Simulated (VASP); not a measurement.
Runs of VASP 6.6.1 on WC. The structure is that of space group P-6m2 (No. 187), or close to it. The cells are those of the table. 

| cell | k mesh | gap on the mesh (eV) | pressure (GPa) |
| --- | --- | --- | --- |
| a = 2.883, b = 2.883, c = 2.814 Å, angles 90.0, 90.0, 120.0°, 2 atoms | 18 × 18 × 14 | none | (b) |
| a = 2.915, b = 2.915, c = 2.838 Å, angles 90.0, 90.0, 120.0°, 2 atoms | 18 × 18 × 14 | none | 0.9 |
| a = 2.902, b = 2.902, c = 2.828 Å, angles 90.0, 90.0, 120.0°, 2 atoms | 18 × 18 × 14 | none | 6.0 |
| a = 2.909, b = 2.909, c = 2.834 Å, angles 90.0, 90.0, 120.0°, 2 atoms | 18 × 18 × 14 | none | 2.9 |
| a = 2.912, b = 2.912, c = 2.879 Å, angles 90.0, 90.0, 120.0°, 2 atoms | 24 × 24 × 18 | none | (a) |

Alike in all rows: task single point; level r2SCAN; potentials or basis VASP PAW PBE potentials, release 64 (W_sv, C); no spin polarisation; cutoff (eV) 520; smearing gaussian 0.1 eV.

Question: Fill in the values left out.

Answer: (a) -4.6; (b) 14.2.

Caveats: the PAW data sets were made with another functional, which shifts forces and pressure a little; spin-orbit coupling is left out, which moves the levels of the heavy elements.

A k mesh can miss the band edges, and the runs leave out spin-orbit coupling on W.

A gap of «none» marks levels without a gap at the run's occupations.
